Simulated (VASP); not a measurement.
# Ca (P6/mmm) in VASP: further runs

Runs on Ca. Level: PBEsol. Tasks: single point.

All numbers are computed with VASP 6.6.1; they aren't measurements. Logs are shortened: lines on timing, memory, paths and dates and some standing lists are left out, and cuts for length are marked.

## (1) The cell of the first run

Symmetry: P6/mmm, No. 191, hexagonal system. The conventional cell has a = 5.942 Å, b = 5.942 Å, c = 3.547 Å, α = 90.00°, β = 90.00°, γ = 120.00°. Within 4.7 Å of Ca (site symmetry 6/mmm) lie 14 Ca at 3.55 to 3.86 Å. Ca (site symmetry -6m2) has 11 Ca at 3.43 to 3.86 Å within 4.5 Å.

This isn't the form of Ca at room conditions, which is fcc.

## (2) Single point, PBEsol (36.16 Å³/atom)

INCAR

```
SYSTEM = Ca
PREC = Accurate ; ENCUT = 520
EDIFF = 1E-6 ; ISMEAR = -1
SIGMA = 0.1 ; LREAL = .False.
LASPH = .True. ; NELM = 60
ALGO = Normal ; ISIF = 2
LWAVE = .False. ; LCHARG = .False.
GGA = PS ; NBANDS = 22
```

KPOINTS

```
Automatic mesh
0
Gamma
  7 7 10
  0 0 0
```

POSCAR

```
Ca
1.0
    5.9424881402      0.0000000000      0.0000000000
   -2.9712440701      5.1463456911      0.0000000000
    0.0000000000      0.0000000000      3.5470093624
Ca
3
Direct
    1.0000000000      1.0000000000      0.0000000000
    0.3333333333      0.6666666667      0.5000000000
    0.6666666667      0.3333333333      0.5000000000
```

Potentials or basis: VASP PAW PBE potentials, release 64 (Ca_sv).

On the command line:

```sh
cat potpaw_PBE.64/Ca_sv/POTCAR > POTCAR
mpirun -np 1 vasp_std > vasp.out
```

OUTCAR:

```text
SYSTEM = Ca
   PREC = Accurate
   ENCUT = 520
   EDIFF = 1E-6
   ISMEAR = -1
   LREAL = .False.
   LASPH = .True.
   NELM = 60
   ISIF = 2
   GGA = PS

 ion  position               nearest neighbor table
   1  0.000  0.000  0.000-
   2  0.333  0.667  0.500-
   3  0.667  0.333  0.500-

  LATTYP: Found a hexagonal cell.
 ALAT       =     5.9424881402
 C/A-ratio  =     0.5968895989

  Lattice vectors:

 A1 = (   5.9424881402,   0.0000000000,   0.0000000000)
 A2 = (  -2.9712440701,   5.1463456911,   0.0000000000)
 A3 = (   0.0000000000,   0.0000000000,   3.5470093624)

Analysis of symmetry for initial positions (statically):
=====================================================================
 Subroutine PRICEL returns:
 Original cell was already a primitive cell.

 Routine SETGRP: Setting up the symmetry group for a
 hexagonal supercell.

 Subroutine GETGRP returns: Found 24 space group operations
 (whereof 24 operations were pure point group operations)
 out of a pool of 24 trial point group operations.

The static configuration has the point symmetry D_6h.

Analysis of symmetry for dynamics (positions and initial velocities):
=====================================================================
 Subroutine PRICEL returns:
 Original cell was already a primitive cell.

 Routine SETGRP: Setting up the symmetry group for a
 hexagonal supercell.

 Subroutine GETGRP returns: Found 24 space group operations
 (whereof 24 operations were pure point group operations)
 out of a pool of 24 trial point group operations.

The dynamic configuration has the point symmetry D_6h.

 Subroutine INISYM returns: Found 24 space group operations
 (whereof 24 operations are pure point group operations),
 and found     1 'primitive' translations

----------------------------------------------------------------------------------------

                                     Primitive cell

  volume of cell :     108.4750

  direct lattice vectors                    reciprocal lattice vectors
     5.942488140  0.000000000  0.000000000     0.168279680  0.097156318  0.000000000
    -2.971244070  5.146345691  0.000000000     0.000000000  0.194312637  0.000000000
     0.000000000  0.000000000  3.547009362     0.000000000  0.000000000  0.281927646

  length of vectors
     5.942488140  5.942488140  3.547009362     0.194312637  0.194312637  0.281927646

  position of ions in fractional coordinates (direct lattice)
     0.000000000  0.000000000  0.000000000
     0.333333333  0.666666667  0.500000000
     0.666666667  0.333333333  0.500000000

  ion indices of the primitive-cell ions
   primitive index   ion index
                 1           1
                 2           2
                 3           3

----------------------------------------------------------------------------------------

 KPOINTS: Automatic mesh

Automatic generation of k-mesh.
 Grid dimensions read from file:
 generate k-points for:    7    7   10

 Generating k-lattice:

  Cartesian coordinates                     Fractional coordinates (reciprocal lattice)
     0.024039954  0.013879474  0.000000000     0.142857143  0.000000000  0.000000000
     0.000000000  0.027758948  0.000000000     0.000000000  0.142857143  0.000000000
     0.000000000  0.000000000  0.028192765     0.000000000  0.000000000  0.100000000

  Length of vectors
     0.027758948  0.027758948  0.028192765

  Shift w.r.t. Gamma in fractional coordinates (k-lattice)
     0.000000000  0.000000000  0.000000000

 Subroutine IBZKPT returns following result:
 ===========================================

 Found     48 irreducible k-points:

 Following reciprocal coordinates:
            Coordinates               Weight
  0.000000  0.000000  0.000000      1.000000
  0.142857  0.000000  0.000000      6.000000
  0.285714  0.000000  0.000000      6.000000
  0.428571 -0.000000  0.000000      6.000000
  0.142857  0.142857  0.000000      6.000000
  0.285714  0.142857  0.000000     12.000000
[... 16 lines left out ...]
  0.428571  0.142857  0.200000     12.000000
  0.285714  0.285714  0.200000     12.000000
 [... further k-points ...]
   k-points           NKPTS =     48   k-points in BZ     NKDIM =     48   number of bands    NBANDS=     22
   number of dos      NEDOS =    301   number of ions     NIONS =      3
   total plane-waves  NPLWV =  64512
   dimension x,y,z NGX =    48 NGY =   48 NGZ =   28
   dimension x,y,z NGXF=    96 NGYF=   96 NGZF=   56
   ions per type =               3
   NGX,Y,Z   is equivalent  to a cutoff of  13.43, 13.43, 13.12 a.u.
   NGXF,Y,Z  is equivalent  to a cutoff of  26.86, 26.86, 26.25 a.u.
 SYSTEM =  Ca
   PREC   = accura    normal or accurate (medium, high low for compatibility)
   ISTART =      0    job   : 0-new  1-cont  2-samecut
   ICHARG =      2    charge: 1-file 2-atom 10-const
   ISPIN  =      1    spin polarized calculation?
   LNONCOLLINEAR =      F non collinear calculations
   LSORBIT =      F    spin-orbit coupling
   LASPH  =      T    aspherical Exc in radial PAW
   ENCUT  =  520.0 eV  38.22 Ry    6.18 a.u.  11.05 11.05  6.60*2*pi/ulx,y,z
   NELM   =     60;   NELMIN=  2; NELMDL= -5     # of ELM steps
   EDIFF  = 0.1E-05   stopping-criterion for ELM
   LREAL  =      F    real-space projection
   EDIFFG = 0.1E-04   stopping-criterion for IOM
   NSW    =      0    number of steps for IOM
   IBRION =     -1    ionic relax: 0-MD 1-quasi-New 2-CG
   NFREE  =      0    steps in history (QN), initial steepest desc. (CG)
   ISIF   =      2    stress and relaxation
   ISYM   =      2    0-nonsym 1-usesym 2-fastsym
   POTIM  = 0.5000    time-step for ionic-motion
   TEBEG  =    0.0;   TEEND  =   0.0 temperature during run
   PSTRESS=    0.0 pullay stress
   NELECT =      30.0000    total number of electrons
   NUPDOWN=      -1.0000    fix difference up-down
   EMIN   =  10.00;   EMAX   =-10.00  energy-range for DOS
   EFERMI =   0.00;   METHOD = LEGACY
   ISMEAR =    -1;   SIGMA  =   0.10  broadening in eV -4-tet -1-fermi 0-gaus
   EFERMI_NEDOS =   21; number of points for ismear=-14 and -15
   IALGO  =     38    algorithm
   IMIX   =      4    mixing-type and parameters
     AMIX     =   0.40;   BMIX     =  1.00
     AMIX_MAG =   1.60;   BMIX_MAG =  1.00
  volume/ion in A,a.u.               =      36.16       244.01
  Fermi-wavevector in a.u.,A,eV,Ry     =   1.066609  2.015599 15.478742  1.137655
  Thomas-Fermi vector in A             =   2.202199
   LORBIT       =      0    0 simple, 1 ext, 2 COOP (PROOUT), +10 PAW based schemes
   GGA     = PS    functional components
   LHFCALC =     F    Hartree Fock is set to
   AEXX    =    0.0000 exact exchange contribution
   IVDW    =     0    specifies the selected vdW correction
   LEPSILON=     F    determine dielectric tensor
   LRPA    =     F    only Hartree local field effects (RPA)
 non-spin polarized calculation
  energy-cutoff  :      520.00
  volume of cell :      108.47
 maximum number of plane-waves:      2947
 NGX is ok and might be reduce to    48
   NGX = 23   NGY = 23   NGZ = 13

 number of electron      29.9999997 magnetization

 Free energy of the ion-electron system (eV)
  ---------------------------------------------------
  ext. energy  EPLUGINS =         0.00000000
  ---------------------------------------------------
  free energy    TOTEN  =        -6.19764278 eV

  energy without entropy =       -6.04138846  energy(sigma->0) =       -6.11951562

 E-fermi :   2.5557     XC(G=0):  -8.3138

 val. band max:        2.5532336771   @ k =   0.2857   0.0000   0.5000
 cond. band min:       2.5651653501   @ k =   0.4286  -0.0000   0.3000
 fundamental gap:      0.0119316730
 Fermi energy:         2.5557237826

 k-point     1 :       0.0000    0.0000    0.0000
  band No.  band energies     occupation
      1     -38.9789      2.00000
      2     -38.9395      2.00000
      3     -38.8853      2.00000
      4     -20.1597      2.00000
      5     -20.1597      2.00000
      6     -20.0329      2.00000
[... 14 lines left out ...]
     21       5.3733      0.00000
     22       5.3734      0.00000

 k-point     2 :       0.1429    0.0000    0.0000
  band No.  band energies     occupation
      1     -38.9770      2.00000
      2     -38.9412      2.00000
      3     -38.8856      2.00000
      4     -20.1687      2.00000
      5     -20.1589      2.00000
      6     -20.0206      2.00000
[... 14 lines left out ...]
     21       5.2065      0.00000
     22       5.4814      0.00000

 k-point     3 :       0.2857    0.0000    0.0000
  band No.  band energies     occupation
      1     -38.9719      2.00000
      2     -38.9457      2.00000
      3     -38.8861      2.00000
      4     -20.1853      2.00000
      5     -20.1476      2.00000
      6     -20.0057      2.00000
[... 14 lines left out ...]
     21       4.7825      0.00000
     22       5.4847      0.00000

 k-point     4 :       0.4286   -0.0000    0.0000
  band No.  band energies     occupation
      1     -38.9660      2.00000
      2     -38.9512      2.00000
      3     -38.8866      2.00000
      4     -20.1964      2.00000
      5     -20.1230      2.00000
      6     -20.0311      2.00000
[... 14 lines left out ...]
     21       4.5106      0.00000
     22       5.3801      0.00000

 k-point     5 :       0.1429    0.1429    0.0000
  band No.  band energies     occupation
      1     -38.9735      2.00000
      2     -38.9443      2.00000
      3     -38.8860      2.00000
      4     -20.1783      2.00000
      5     -20.1552      2.00000
      6     -20.0081      2.00000
[... 417 lines left out ...]
 k-point    22 :       0.2857    0.1429    0.2000
  band No.  band energies     occupation
      1     -38.9618      2.00000
      2     -38.9439      2.00000
      3     -38.8808      2.00000
      4     -20.1771      2.00000
      5     -20.1253      2.00000
      6     -20.0282      2.00000
[... 14 lines left out ...]
     21       4.6809      0.00000
     22       4.9109      0.00000

 k-point    23 :       0.4286    0.1429    0.2000
  band No.  band energies     occupation
      1     -38.9578      2.00000
      2     -38.9478      2.00000
      3     -38.8810      2.00000
      4     -20.1810      2.00000
      5     -20.1104      2.00000
      6     -20.0470      2.00000
[... 14 lines left out ...]
     21       4.6316      0.00000
     22       4.9228      0.00000

 k-point    24 :       0.2857    0.2857    0.2000
  band No.  band energies     occupation
      1     -38.9563      2.00000
      2     -38.9493      2.00000
      3     -38.8811      2.00000
      4     -20.1801      2.00000
      5     -20.1012      2.00000
      6     -20.0602      2.00000
[... 14 lines left out ...]
     21       4.4805      0.00000
     22       5.0570      0.00000

 [... further k-points ...]

------------------------ aborting loop because EDIFF is reached ----------------------------------------

  FORCE on cell =-STRESS in cart. coord.  units (eV):
  Direction    XX          YY          ZZ          XY          YZ          ZX
  --------------------------------------------------------------------------------------
  -------------------------------------------------------------------------------------
  Total        1.8623435      1.8623435      1.6887723      0.0000000      0.0000000      0.0000000
  in kB       27.5068432     27.5068432     24.9431940      0.0000000      0.0000000      0.0000000
  external PRESSURE =      26.6522935 kB  Pullay stress =       0.0000000 kB

 VOLUME and BASIS-vectors are now :
 -----------------------------------------------------------------------------
  energy-cutoff  :      520.00
  volume of cell :      108.47
      direct lattice vectors                 reciprocal lattice vectors
     5.942488140  0.000000000  0.000000000     0.168279680  0.097156318  0.000000000
    -2.971244070  5.146345691  0.000000000     0.000000000  0.194312637  0.000000000
     0.000000000  0.000000000  3.547009362     0.000000000  0.000000000  0.281927646

 POSITION                                       TOTAL-FORCE (eV/Angst)
 -----------------------------------------------------------------------------------
      0.00000      0.00000      0.00000         0.000000      0.000000      0.000000
     -0.00000      3.43090      1.77350         0.000000     -0.000000      0.000000
      2.97124      1.71545      1.77350        -0.000000     -0.000000      0.000000
 -----------------------------------------------------------------------------------
    total drift:                               -0.000000      0.000000     -0.000000

  FREE ENERGIE OF THE ION-ELECTRON SYSTEM (eV)
  ---------------------------------------------------
  free  energy   TOTEN  =        -6.1976427828 eV

  energy  without entropy=       -6.0413884621  energy(sigma->0) =       -6.11951562
```

Wall time 49 s (1 thread of AMD EPYC 9R45 (Zen 5), shared host); peak memory 0.25 GiB.

What came out:

* Free energy: -6.1976 eV
* Pressure: 2.7 GPa
* Band gap on the k mesh: zero (bands 15 and 16 overlap by 0.25 eV)

Caveat: the PAW data sets were made with another functional, which shifts forces and pressure a little.

## (3) Single point, PBEsol (37.80 Å³/atom)

This run uses another cell than the first one, of 37.80 Å³/atom.

INCAR

```
SYSTEM = Ca
PREC = Accurate
ENCUT = 520
EDIFF = 1E-7
ISMEAR = -1
SIGMA = 0.1
LREAL = .False.
LASPH = .True.
NELM = 60
ALGO = Normal
ISIF = 2
LWAVE = .False.
LCHARG = .False.
GGA = PS
NBANDS = 22
```

KPOINTS

```
regular mesh
0
Gamma
  7 7 10
  0 0 0
```

POSCAR

```
Ca
1.0
    6.0311950711      0.0000000000      0.0000000000
   -3.0155975355      5.2231681467      0.0000000000
    0.0000000000      0.0000000000      3.5999576068
Ca
3
Direct
    1.0000000000      1.0000000000      0.0000000000
    0.3333333333      0.6666666667      0.5000000000
    0.6666666667      0.3333333333      0.5000000000
```

Potentials or basis: VASP PAW PBE potentials, release 64 (Ca_sv).

On the command line:

```sh
cat potpaw_PBE.64/Ca_sv/POTCAR > POTCAR
mpirun -np 1 vasp_std > vasp.out
```

Wall time 66 s (1 thread of AMD EPYC 9R45 (Zen 5), shared host); peak memory 0.25 GiB.

The run converged. Its results:

```
Free energy            : -6.2650 eV
Pressure               : 1.6 GPa
Band gap on the k mesh : zero (bands 15 and 16 overlap by 0.26 eV)
```

Stress tensor (GPa, compression positive):
```
1.69 0.00 0.00
0.00 1.69 0.00
0.00 0.00 1.55
```

Levels at points of the mesh, in eV from the Fermi level:
```tsv
k point	band 11	band 12	band 13	band 14	band 15	band 16	band 17	band 18	band 19	band 20
(0.00, 0.00, 0.00)	-22.57	-22.56	-4.24	0.06	0.15	0.15	0.19	0.19	0.86	2.13
(0.00, 0.00, 0.50)	-22.60	-22.60	-1.49	-1.16	0.14	0.14	0.31	0.31	1.95	1.95
```

Caveat: the PAW data sets were made with another functional, which shifts forces and pressure a little.

## (4) Single point, PBEsol (39.45 Å³/atom)

This run uses another cell than the first one, of 39.45 Å³/atom.

INCAR

```
ALGO = Normal
EDIFF = 1E-7
ENCUT = 520
GGA = PS
ISIF = 2
ISMEAR = -1
LASPH = T
LCHARG = F
LREAL = F
LWAVE = F
NBANDS = 22
NELM = 80
PREC = Accurate
SIGMA = 0.1
```

KPOINTS

```
k-points
0
Gamma
  7 7 10
```

POSCAR

```
Ca
1.0
    6.1173666429      0.0000000000      0.0000000000
   -3.0586833214      5.2977949170      0.0000000000
    0.0000000000      0.0000000000      3.6513925218
Ca
3
Direct
    1.0000000000      1.0000000000      0.0000000000
    0.3333333333      0.6666666667      0.5000000000
    0.6666666667      0.3333333333      0.5000000000
```

On the command line:

```sh
cat potpaw_PBE.64/Ca_sv/POTCAR > POTCAR
mpirun -np 1 vasp_std > vasp.out
```

Wall time 73 s (1 thread of AMD EPYC 9R45 (Zen 5), shared host); peak memory 0.25 GiB.

It converged, with:

- Free energy: -6.3028 eV
- Pressure: 0.8 GPa
- Band gap on the k mesh: zero (bands 15 and 16 overlap by 0.26 eV)

Levels at points of the mesh, in eV from the Fermi level:
| k point | band 11 | band 12 | band 13 | band 14 | band 15 | band 16 | band 17 | band 18 | band 19 | band 20 |
| --- | --- | --- | --- | --- | --- | --- | --- | --- | --- | --- |
| (0.00, 0.00, 0.00) | -22.68 | -22.67 | -4.17 | 0.08 | 0.15 | 0.15 | 0.18 | 0.18 | 0.80 | 2.08 |
| (0.00, 0.00, 0.50) | -22.69 | -22.69 | -1.50 | -1.16 | 0.18 | 0.18 | 0.34 | 0.34 | 1.91 | 1.91 |

Caveat: the PAW data sets were made with another functional, which shifts forces and pressure a little.

## (5) The runs side by side

```csv
cell,gap on the mesh (eV),pressure (GPa)
"a = 5.942, b = 5.942, c = 3.547 Å, angles 90.0, 90.0, 120.0°, 3 atoms",none,2.7
"a = 6.031, b = 6.031, c = 3.600 Å, angles 90.0, 90.0, 120.0°, 3 atoms",none,1.6
"a = 6.117, b = 6.117, c = 3.651 Å, angles 90.0, 90.0, 120.0°, 3 atoms",none,0.8
```

Alike in all rows: task single point; level PBEsol; potentials or basis VASP PAW PBE potentials, release 64 (Ca_sv); no spin polarisation; k mesh 7 × 7 × 10; cutoff (eV) 520; smearing fermi-dirac 0.1 eV.

Caveats: the PAW data sets were made with another functional, which shifts forces and pressure a little.

Absolute energies hang on the potentials; compare differences alone.
